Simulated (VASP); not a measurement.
# BAs (F-43m) in VASP: further runs, part 2 of 2

VASP 6.6.1. Earlier steps stand in the parts before.

## 4. Single point, r2SCAN (volume changed by +3%)

File POSCAR:

```
BAs
1.0
    0.0000000000      2.4155510051      2.4155510051
    2.4155510051      0.0000000000      2.4155510051
    2.4155510051      2.4155510051      0.0000000000
B As
1 1
Direct
    0.0000000000      0.0000000000      0.0000000000
    0.2500000000      0.2500000000      0.2500000000
```

File INCAR.step1:

```
SYSTEM = BAs
PREC = Accurate
ENCUT = 520
ISMEAR = 0
SIGMA = 0.01
LREAL = .FALSE.
LASPH = .TRUE.
NELM = 60
NBANDS = 11
GGA = PE
ALGO = Normal
EDIFF = 1E-4
LWAVE = .TRUE.
LCHARG = .FALSE.
```

File INCAR.step2:

```
SYSTEM = BAs
PREC = Accurate
ENCUT = 520
EDIFF = 1E-6
ISMEAR = 0
SIGMA = 0.01
LREAL = .FALSE.
LASPH = .TRUE.
NELM = 60
ALGO = Normal
ISIF = 2
LWAVE = .FALSE.
LCHARG = .TRUE.
METAGGA = R2SCAN
LMIXTAU = .TRUE.
LELF = .TRUE.
LVHAR = .TRUE.
NBANDS = 11
ISTART = 1
```

File KPOINTS:

```
Automatic mesh
0
G
  8 8 8
  0 0 0
```

Potentials or basis: VASP PAW PBE potentials, release 64 (B, As).

Started as:

```bash
$ cat potpaw_PBE.64/B/POTCAR potpaw_PBE.64/As/POTCAR > POTCAR
$ cp INCAR.step1 INCAR
$ mpirun -np 1 vasp_std > vasp.out
$ cp INCAR.step2 INCAR
$ mpirun -np 1 vasp_std > vasp.out
```

OUTCAR:

```text
SYSTEM = BAs
   PREC = Accurate
   ENCUT = 520
   EDIFF = 1E-6
   ISMEAR = 0
   LREAL = .FALSE.
   LASPH = .TRUE.
   NELM = 60
   ISIF = 2
   METAGGA = R2SCAN
   ISTART = 1

 ion  position               nearest neighbor table
   1  0.000  0.000  0.000-   2 2.09   2 2.09   2 2.09   2 2.09
   2  0.250  0.250  0.250-   1 2.09   1 2.09   1 2.09   1 2.09

  LATTYP: Found a face centered cubic cell.
 ALAT       =     4.8311020102

  Lattice vectors:

 A1 = (   0.0000000000,   2.4155510051,   2.4155510051)
 A2 = (   2.4155510051,   0.0000000000,   2.4155510051)
 A3 = (   2.4155510051,   2.4155510051,   0.0000000000)

Analysis of symmetry for initial positions (statically):
=====================================================================
 Subroutine PRICEL returns:
 Original cell was already a primitive cell.

 Routine SETGRP: Setting up the symmetry group for a
 face centered cubic supercell.

 Subroutine GETGRP returns: Found 24 space group operations
 (whereof 24 operations were pure point group operations)
 out of a pool of 48 trial point group operations.

[... 172 lines left out ...]
      1     -10.1899      2.00000
      2       5.6519      2.00000
      3       5.6519      2.00000
      4       5.6519      2.00000
      5       9.0598      0.00000
      6       9.0598      0.00000
      7       9.0598      0.00000
      8      10.3561      0.00000
      9      15.8485      0.00000
     10      18.9614      0.00000
     11      18.9614      0.00000
[... 309 lines left out ...]
 k-point    24 :      -0.3750    0.2500    0.1250
  band No.  band energies     occupation
      1      -6.6997      2.00000
      2      -2.8786      2.00000
      3       0.9926      2.00000
      4       2.5276      2.00000
      5       9.9081      0.00000
      6      10.6282      0.00000
      7      13.4485      0.00000
      8      15.0689      0.00000
      9      16.4436      0.00000
     10      20.4205      0.00000
     11      21.5447      0.00000

 [... further k-points ...]

------------------------ aborting loop because EDIFF is reached ----------------------------------------

  FORCE on cell =-STRESS in cart. coord.  units (eV):
  Direction    XX          YY          ZZ          XY          YZ          ZX
  --------------------------------------------------------------------------------------
  -------------------------------------------------------------------------------------
  Total       -0.6566735     -0.6566735     -0.6566735      0.0000000      0.0000000     -0.0000000
  in kB      -37.3234205    -37.3234205    -37.3234205      0.0000000      0.0000000     -0.0000000
  external PRESSURE =     -37.3234205 kB  Pullay stress =       0.0000000 kB

 VOLUME and BASIS-vectors are now :
 -----------------------------------------------------------------------------
  energy-cutoff  :      520.00
  volume of cell :       28.19
      direct lattice vectors                 reciprocal lattice vectors
     0.000000000  2.415551005  2.415551005    -0.206992110  0.206992110  0.206992110
     2.415551005  0.000000000  2.415551005     0.206992110 -0.206992110  0.206992110
     2.415551005  2.415551005  0.000000000     0.206992110  0.206992110 -0.206992110

 POSITION                                       TOTAL-FORCE (eV/Angst)
 -----------------------------------------------------------------------------------
      0.00000      0.00000      0.00000        -0.000000     -0.000000     -0.000000
      1.20778      1.20778      1.20778         0.000000      0.000000      0.000000
 -----------------------------------------------------------------------------------
    total drift:                               -0.000000     -0.000000     -0.000000

  FREE ENERGIE OF THE ION-ELECTRON SYSTEM (eV)
  ---------------------------------------------------
  free  energy   TOTEN  =       -22.2450757279 eV

  energy  without entropy=      -22.2450757279  energy(sigma->0) =      -22.24507573
```

OUTCAR.step1:

```text
SYSTEM = BAs
   PREC = Accurate
   ENCUT = 520
   ISMEAR = 0
   LREAL = .FALSE.
   LASPH = .TRUE.
[... 558 lines left out ...]
      0.00000      0.00000      0.00000        -0.000000     -0.000000     -0.000000
      1.20778      1.20778      1.20778         0.000000      0.000000      0.000000
 -----------------------------------------------------------------------------------
    total drift:                               -0.000000     -0.000000     -0.000000

  FREE ENERGIE OF THE ION-ELECTRON SYSTEM (eV)
  ---------------------------------------------------
  free  energy   TOTEN  =       -11.4106025925 eV

  energy  without entropy=      -11.4106025925  energy(sigma->0) =      -11.41060259
```

OSZICAR.step1:

```text
N       E                     dE             d eps       ncg     rms          rms(c)
DAV:   1     0.115057268666E+02    0.11506E+02   -0.36442E+03   638   0.632E+02
DAV:   2    -0.112518542435E+02   -0.22758E+02   -0.21581E+02   852   0.101E+02
DAV:   3    -0.119851160266E+02   -0.73326E+00   -0.73193E+00   812   0.171E+01
DAV:   4    -0.119870373534E+02   -0.19213E-02   -0.19213E-02   704   0.102E+00
DAV:   5    -0.119870405115E+02   -0.31582E-05   -0.31582E-05   774   0.447E-02    0.470E+00
DAV:   6    -0.114682300872E+02    0.51881E+00   -0.14836E+00   674   0.485E+00    0.229E+00
DAV:   7    -0.114164436982E+02    0.51786E-01   -0.16846E-01   734   0.203E+00    0.957E-01
DAV:   8    -0.114101334535E+02    0.63102E-02   -0.19498E-02   704   0.788E-01    0.952E-02
DAV:   9    -0.114104374707E+02   -0.30402E-03   -0.78617E-04   728   0.158E-01    0.552E-02
DAV:  10    -0.114105964715E+02   -0.15900E-03   -0.19548E-04   673   0.848E-02    0.118E-02
DAV:  11    -0.114106025925E+02   -0.61210E-05   -0.54432E-06   346   0.158E-02
   1 F= -.11410603E+02 E0= -.11410603E+02  d E =-.292407E-13
```

Run time: 81 s. Hardware: 1 thread of Intel Xeon Platinum 8259CL at 2.50GHz (Skylake/Cascade Lake), shared host; peak memory 0.17 GiB.

What came out:

| Item | Value |
| --- | --- |
| Free energy | -22.2451 eV |
| Pressure | -3.7 GPa |
| Band gap on the k mesh | 1.41 eV, indirect (least direct gap 3.41 eV) |

Levels at points of the mesh, in eV from the valence-band top:
```csv
k point,band 1,band 2,band 3,band 4,band 5,band 6,band 7,band 8
"(0.00, 0.00, 0.00)",-15.84,0.00,0.00,0.00,3.41,3.41,3.41,4.70
"(0.50, 0.00, 0.00)",-12.94,-8.99,-1.88,-1.88,2.77,5.02,5.02,9.50
"(0.50, 0.50, 0.00)",-11.56,-8.87,-4.16,-4.16,1.65,1.72,11.83,11.83
```

Caveat: the cell differs from its parent crystal (volume changed by +3%); the PAW data sets were made with another functional, which shifts forces and pressure a little.

## 5. Single point, r2SCAN (volume changed by +6%)

File POSCAR:

```
BAs
1.0
    0.0000000000      2.4387788820      2.4387788820
    2.4387788820      0.0000000000      2.4387788820
    2.4387788820      2.4387788820      0.0000000000
B As
1 1
Direct
    0.0000000000      0.0000000000      0.0000000000
    0.2500000000      0.2500000000      0.2500000000
```

File INCAR.step1:

```
PREC     = Accurate       # precision mode
ENCUT    = 520            # plane-wave cutoff, eV
ISMEAR   = 0              # smearing method
SIGMA    = 0.01           # smearing width, eV
LREAL    = F              # projectors in reciprocal space
LASPH    = T              # aspherical terms in the spheres
NELM     = 80             # most SCF steps
NBANDS   = 11             # bands
GGA      = PE             # functional
ALGO     = Normal         # electronic algorithm
EDIFF    = 1E-4           # SCF threshold, eV
LWAVE    = T              # write WAVECAR
LCHARG   = F              # write CHGCAR
```

File INCAR.step2:

```
PREC     = Accurate       # precision mode
ENCUT    = 520            # plane-wave cutoff, eV
EDIFF    = 1E-7           # SCF threshold, eV
ISMEAR   = 0              # smearing method
SIGMA    = 0.01           # smearing width, eV
LREAL    = F              # projectors in reciprocal space
LASPH    = T              # aspherical terms in the spheres
NELM     = 80             # most SCF steps
ALGO     = Normal         # electronic algorithm
ISIF     = 2              # what is computed and relaxed
LWAVE    = F              # write WAVECAR
LCHARG   = F              # write CHGCAR
METAGGA  = R2SCAN         # meta-GGA
LMIXTAU  = T            
NBANDS   = 11             # bands
ISTART   = 1
```

File KPOINTS:

```
Automatic mesh
0
Gamma
  8 8 8
```

Potentials or basis: VASP PAW PBE potentials, release 64 (B, As).

Started as:

```bash
$ cat potpaw_PBE.64/B/POTCAR potpaw_PBE.64/As/POTCAR > POTCAR
$ cp INCAR.step1 INCAR
$ mpirun -np 1 vasp_std > vasp.out
$ cp INCAR.step2 INCAR
$ mpirun -np 1 vasp_std > vasp.out
```

OUTCAR:

```text
PREC = Accurate
   ENCUT = 520
   EDIFF = 1E-7
   ISMEAR = 0
   LREAL = F
   LASPH = T
   NELM = 80
   ISIF = 2
   METAGGA = R2SCAN
   ISTART = 1

 ion  position               nearest neighbor table
   1  0.000  0.000  0.000-   2 2.11   2 2.11   2 2.11   2 2.11
   2  0.250  0.250  0.250-   1 2.11   1 2.11   1 2.11   1 2.11

  LATTYP: Found a face centered cubic cell.
 ALAT       =     4.8775577640

  Lattice vectors:

 A1 = (   0.0000000000,   2.4387788820,   2.4387788820)
 A2 = (   2.4387788820,   0.0000000000,   2.4387788820)
 A3 = (   2.4387788820,   2.4387788820,   0.0000000000)

Analysis of symmetry for initial positions (statically):
=====================================================================
 Subroutine PRICEL returns:
 Original cell was already a primitive cell.

 Routine SETGRP: Setting up the symmetry group for a
 face centered cubic supercell.

 Subroutine GETGRP returns: Found 24 space group operations
 (whereof 24 operations were pure point group operations)
 out of a pool of 48 trial point group operations.

The static configuration has the point symmetry T_d .

Analysis of symmetry for dynamics (positions and initial velocities):
=====================================================================
 Subroutine PRICEL returns:
 Original cell was already a primitive cell.

 Routine SETGRP: Setting up the symmetry group for a
 face centered cubic supercell.

 Subroutine GETGRP returns: Found 24 space group operations
 (whereof 24 operations were pure point group operations)
 out of a pool of 48 trial point group operations.

The dynamic configuration has the point symmetry T_d .

 Subroutine INISYM returns: Found 24 space group operations
 (whereof 24 operations are pure point group operations),
 and found     1 'primitive' translations

----------------------------------------------------------------------------------------

                                     Primitive cell

[... 117 lines left out ...]
   AEXX    =    0.0000 exact exchange contribution
   IVDW    =     0    specifies the selected vdW correction
   LEPSILON=     F    determine dielectric tensor
   LRPA    =     F    only Hartree local field effects (RPA)
 non-spin polarized calculation
 Gauss-broadening in eV      SIGMA  =   0.01
  energy-cutoff  :      520.00
  volume of cell :       29.01
 maximum number of plane-waves:       799
 NGX is ok and might be reduce to    28
   NGX = 13   NGY = 13   NGZ = 13

 number of electron       7.9999999 magnetization

 Free energy of the ion-electron system (eV)
  ---------------------------------------------------
  ext. energy  EPLUGINS =         0.00000000
  ---------------------------------------------------
  free energy    TOTEN  =       -22.21717603 eV

  energy without entropy =      -22.21717603  energy(sigma->0) =      -22.21717603

 E-fermi :   5.4070     XC(G=0): -10.8522

 val. band max:        5.3436517904   @ k =   0.0000   0.0000   0.0000
 cond. band min:       6.7853298724   @ k =   0.3750   0.3750   0.0000
 fundamental gap:      1.4416780820
 Fermi energy:         5.4070381851

 k-point     1 :       0.0000    0.0000    0.0000
  band No.  band energies     occupation
      1     -10.2365      2.00000
      2       5.3437      2.00000
      3       5.3437      2.00000
      4       5.3437      2.00000
      5       8.7211      0.00000
      6       8.7211      0.00000
      7       8.7211      0.00000
      8       9.6743      0.00000
      9      15.3909      0.00000
     10      18.5445      0.00000
     11      18.5445      0.00000
[... 309 lines left out ...]
 k-point    24 :      -0.3750    0.2500    0.1250
  band No.  band energies     occupation
      1      -6.8688      2.00000
      2      -3.0093      2.00000
      3       0.7975      2.00000
      4       2.3160      2.00000
      5       9.5279      0.00000
      6      10.2541      0.00000
      7      12.9824      0.00000
      8      14.5780      0.00000
      9      16.0153      0.00000
     10      19.9158      0.00000
     11      21.0181      0.00000

 [... further k-points ...]

------------------------ aborting loop because EDIFF is reached ----------------------------------------

  FORCE on cell =-STRESS in cart. coord.  units (eV):
  Direction    XX          YY          ZZ          XY          YZ          ZX
  --------------------------------------------------------------------------------------
  -------------------------------------------------------------------------------------
  Total       -1.2949724     -1.2949724     -1.2949724      0.0000000     -0.0000000     -0.0000000
  in kB      -71.5193930    -71.5193930    -71.5193930      0.0000000     -0.0000000     -0.0000000
  external PRESSURE =     -71.5193930 kB  Pullay stress =       0.0000000 kB

 VOLUME and BASIS-vectors are now :
 -----------------------------------------------------------------------------
  energy-cutoff  :      520.00
  volume of cell :       29.01
      direct lattice vectors                 reciprocal lattice vectors
     0.000000000  2.438778882  2.438778882    -0.205020637  0.205020637  0.205020637
     2.438778882  0.000000000  2.438778882     0.205020637 -0.205020637  0.205020637
     2.438778882  2.438778882  0.000000000     0.205020637  0.205020637 -0.205020637

 POSITION                                       TOTAL-FORCE (eV/Angst)
 -----------------------------------------------------------------------------------
      0.00000      0.00000      0.00000        -0.000000     -0.000000     -0.000000
      1.21939      1.21939      1.21939         0.000000      0.000000      0.000000
 -----------------------------------------------------------------------------------
    total drift:                               -0.000000     -0.000000      0.000000

  FREE ENERGIE OF THE ION-ELECTRON SYSTEM (eV)
  ---------------------------------------------------
  free  energy   TOTEN  =       -22.2171760290 eV

  energy  without entropy=      -22.2171760290  energy(sigma->0) =      -22.21717603
```

OSZICAR.step1:

```text
N       E                     dE             d eps       ncg     rms          rms(c)
DAV:   1     0.125465483669E+02    0.12547E+02   -0.37343E+03   638   0.636E+02
DAV:   2    -0.111388875176E+02   -0.23685E+02   -0.21714E+02   864   0.102E+02
DAV:   3    -0.119191082376E+02   -0.78022E+00   -0.77863E+00   773   0.173E+01
DAV:   4    -0.119214507762E+02   -0.23425E-02   -0.23424E-02   736   0.108E+00
DAV:   5    -0.119214546240E+02   -0.38478E-05   -0.38478E-05   755   0.470E-02    0.451E+00
DAV:   6    -0.114468113019E+02    0.47464E+00   -0.14017E+00   671   0.464E+00    0.220E+00
DAV:   7    -0.114011041878E+02    0.45707E-01   -0.14942E-01   734   0.192E+00    0.935E-01
DAV:   8    -0.113952177313E+02    0.58865E-02   -0.18799E-02   713   0.769E-01    0.922E-02
DAV:   9    -0.113955196607E+02   -0.30193E-03   -0.80610E-04   725   0.157E-01    0.524E-02
DAV:  10    -0.113956809588E+02   -0.16130E-03   -0.19742E-04   667   0.849E-02    0.115E-02
DAV:  11    -0.113956873943E+02   -0.64354E-05   -0.58298E-06   349   0.162E-02
   1 F= -.11395687E+02 E0= -.11395687E+02  d E =-.509220E-25
```

It took 77 s on 1 thread of Intel Xeon Platinum 8259CL at 2.50GHz (Skylake/Cascade Lake), shared host; peak memory 0.16 GiB.

What came out:

```
Free energy            : -22.2172 eV
Pressure               : -7.2 GPa
Band gap on the k mesh : 1.44 eV, indirect (least direct gap 3.38 eV)
```

Levels at points of the mesh, in eV from the valence-band top:
| k point | band 1 | band 2 | band 3 | band 4 | band 5 | band 6 | band 7 | band 8 |
| --- | --- | --- | --- | --- | --- | --- | --- | --- |
| (0.00, 0.00, 0.00) | -15.58 | 0.00 | 0.00 | 0.00 | 3.38 | 3.38 | 3.38 | 4.33 |
| (0.50, 0.00, 0.00) | -12.78 | -8.78 | -1.83 | -1.83 | 2.60 | 4.99 | 4.99 | 9.43 |
| (0.50, 0.50, 0.00) | -11.45 | -8.71 | -4.04 | -4.04 | 1.69 | 1.75 | 11.55 | 11.55 |

Caveat: the cell differs from its parent crystal (volume changed by +6%); the PAW data sets were made with another functional, which shifts forces and pressure a little.

## 6. Single point, r2SCAN

This run uses another cell than the first one, of 13.68 Å³/atom, 1.031 times its volume.

File POSCAR:

```
BAs
1.0
    0.0000000000      2.3918676074      2.3918676074
    2.3918676074      0.0000000000      2.3918676074
    2.3918676074      2.3918676074      0.0000000000
B As
1 1
Direct
    0.0000000000      0.0000000000      0.0000000000
    0.2500000000      0.2500000000      0.2500000000
```

File INCAR.step1:

```
SYSTEM = BAs
ALGO = Normal
EDIFF = 1E-4
ENCUT = 520
GGA = PE
ISMEAR = 0
LASPH = .True.
LCHARG = .False.
LREAL = .False.
LWAVE = .True.
NBANDS = 11
NELM = 100
PREC = Accurate
SIGMA = 0.01
```

File INCAR.step2:

```
SYSTEM = BAs
ALGO = Normal
EDIFF = 1E-7
ENCUT = 520
ISIF = 2
ISMEAR = 0
ISTART = 1
LASPH = .True.
LCHARG = .True.
LELF = .True.
LMIXTAU = .True.
LREAL = .False.
LVHAR = .True.
LWAVE = .False.
METAGGA = R2SCAN
NBANDS = 11
NELM = 100
PREC = Accurate
SIGMA = 0.01
```

File KPOINTS:

```
k-points
0
Gamma
  10 10 10
  0 0 0
```

Potentials or basis: VASP PAW PBE potentials, release 64 (B, As).

Started as:

```bash
$ cat potpaw_PBE.64/B/POTCAR potpaw_PBE.64/As/POTCAR > POTCAR
$ cp INCAR.step1 INCAR
$ mpirun -np 1 vasp_std > vasp.out
$ cp INCAR.step2 INCAR
$ mpirun -np 1 vasp_std > vasp.out
```

Run time: 1.8 min. Hardware: 1 thread of Intel Xeon Platinum 8259CL at 2.50GHz (Skylake/Cascade Lake), shared host; peak memory 0.17 GiB.

The run converged. Its results:

- Free energy: -22.2561 eV
- Pressure: 0.3 GPa
- Band gap on the k mesh: 1.37 eV, indirect (least direct gap 3.44 eV)

Levels at points of the mesh, in eV from the valence-band top:
| k point | band 1 | band 2 | band 3 | band 4 | band 5 | band 6 | band 7 | band 8 |
| --- | --- | --- | --- | --- | --- | --- | --- | --- |
| (0.00, 0.00, 0.00) | -16.12 | 0.00 | 0.00 | 0.00 | 3.44 | 3.44 | 3.44 | 5.10 |
| (0.50, 0.00, 0.00) | -13.11 | -9.21 | -1.93 | -1.93 | 2.95 | 5.05 | 5.05 | 9.57 |
| (0.50, 0.50, 0.00) | -11.68 | -9.04 | -4.29 | -4.29 | 1.62 | 1.70 | 12.12 | 12.12 |

Caveat: the PAW data sets were made with another functional, which shifts forces and pressure a little. A k mesh can miss the band edges.

## 7. The runs side by side

```tsv
cell	k mesh	gap on the mesh (eV)	pressure (GPa)
a = 3.348 Å, angles 60.0°, 2 atoms	8 × 8 × 8	1.35	4.9
a = 3.383 Å, angles 60.0°, 2 atoms	8 × 8 × 8	1.39	0.3
a = 3.416 Å, angles 60.0°, 2 atoms	8 × 8 × 8	1.41	-3.7
a = 3.449 Å, angles 60.0°, 2 atoms	8 × 8 × 8	1.44	-7.2
a = 3.383 Å, angles 60.0°, 2 atoms	10 × 10 × 10	1.37	0.3
```

Alike in all rows: task single point; level r2SCAN; potentials or basis VASP PAW PBE potentials, release 64 (B, As); no spin polarisation; cutoff (eV) 520; smearing gaussian 0.01 eV.

Caveats: the PAW data sets were made with another functional, which shifts forces and pressure a little.

Absolute energies hang on the potentials; compare differences alone.
